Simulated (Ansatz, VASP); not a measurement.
## Two plane-wave programs on C

File POSCAR:

```
C
1.0
    0.0000000000      1.8068380860      1.8068380860
    1.8068380860      0.0000000000      1.8068380860
    1.8068380860      1.8068380860      0.0000000000
C
2
Direct
    0.7500000000      0.7500000000      0.7500000000
    0.5000000000      0.5000000000      0.5000000000
```

The input INCAR.step1:

```
SYSTEM = C
PREC = Accurate ; ENCUT = 520
ISMEAR = -1 ; SIGMA = 0.05
LREAL = .FALSE. ; LASPH = .TRUE.
NELM = 60 ; NBANDS = 11
GGA = PE ; ALGO = Normal
EDIFF = 1E-4 ; LWAVE = .TRUE.
LCHARG = .FALSE.
```

Contents of INCAR.step2:

```
SYSTEM = C
PREC = Accurate ; ENCUT = 520
EDIFF = 1E-6 ; ISMEAR = -1
SIGMA = 0.05 ; LREAL = .FALSE.
LASPH = .TRUE. ; NELM = 60
ALGO = Normal ; ISIF = 2
LWAVE = .FALSE. ; LCHARG = .FALSE.
METAGGA = R2SCAN ; LMIXTAU = .TRUE.
IVDW = 13 ; VDW_S6 = 1.0
VDW_S8 = 0.6018749 ; VDW_A1 = 0.51559235
VDW_A2 = 5.77342911 ; NBANDS = 11
ISTART = 1
```

Contents of KPOINTS:

```
Automatic mesh
0
G
  13 13 13
  0 0 0
```

The input input.yaml:

```yaml
crystal:
  lattice:
    - [0.0, 1.806838086, 1.806838086]
    - [1.806838086, 0.0, 1.806838086]
    - [1.806838086, 1.806838086, 0.0]
  atoms:
    - { symbol: C, position: [0.75, 0.75, 0.75] }
    - { symbol: C, position: [0.5, 0.5, 0.5] }
hamiltonian:
  xc: r2scan
  pseudopotentials: { kind: paw }
  dispersion: d4
kpoints:
  mp_grid: { grid: [13, 13, 13] }
scf:
  occupations: { method: fermi_dirac, width: 0.05 }
output:
  forces: true
  stress: true
  eigenvalues: true
```

Alike in both runs: task single point; functional r2SCAN; dispersion D4; k mesh 13 × 13 × 13; occupations fermi-dirac, width 0.05 eV; no spin polarisation.

|  | VASP | Ansatz |
| --- | --- | --- |
| version | VASP 6.6.1 | Ansatz 0.2.0 |
| potentials or method | VASP PAW PBE potentials, release 64 (C) | Ansatz PAW |
| plane-wave cutoff (eV) | 520 | 500 |
| valence electrons in the cell | 8 | 8 |

|  | VASP | Ansatz | Ansatz less VASP |
| --- | --- | --- | --- |
| gap on the k mesh at the Fermi level (eV) | 4.25 | 4.27 | +0.026 |
| least direct gap on the mesh (eV) | 5.73 | 5.77 | +0.041 |
| pressure (GPa) | -19.6 | -20.5 | -0.95 |

VASP's potentials were made for PBE, not for r2SCAN.

Noted on Ansatz's run: odd divisions of the mesh miss points on the zone boundary, where band edges often lie, so the gap on the mesh can be too wide.
